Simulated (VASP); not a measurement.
Input of a VASP 6.6.1 run:

INCAR

```
  PREC = Accurate
  ENCUT = 600
  EDIFF = 1E-6
  ISMEAR = 0
  SIGMA = 0.01
  LREAL = False
  LASPH = True
  NELM = 120
  ALGO = Normal
  ISIF = 2
  LWAVE = False
  LCHARG = False
  GGA = RE
  NBANDS = 27
  GGA_COMPAT = False
```

Contents of KPOINTS:

```
regular mesh
0
Gamma
  6 6 6
```

Contents of POSCAR:

```
Cu3N
1.0
    3.8070000000      0.0000000000      0.0000000000
    0.0000000000      3.8070000000      0.0000000000
    0.0000000000      0.0000000000      3.8070000000
Cu N
3 1
Direct
    0.5000000000      0.0000000000      0.0000000000
    0.0000000000      0.5000000000      0.0000000000
    0.0000000000      0.0000000000      0.5000000000
    0.0000000000      0.0000000000      0.0000000000
```

Potentials or basis: VASP PAW PBE potentials, release 64 (Cu, N).

Run with:

```sh
$ cat potpaw_PBE.64/Cu/POTCAR potpaw_PBE.64/N/POTCAR > POTCAR
$ mpirun -np 1 vasp_std > vasp.out
```

What does it give for the band gap on the k mesh?

0.19 eV, indirect (least direct gap 0.74 eV).

Estimate the pressure.

5.4 GPa.

Caveat: the PAW data sets were made with another functional, which shifts forces and pressure a little. A k mesh can miss the band edges.
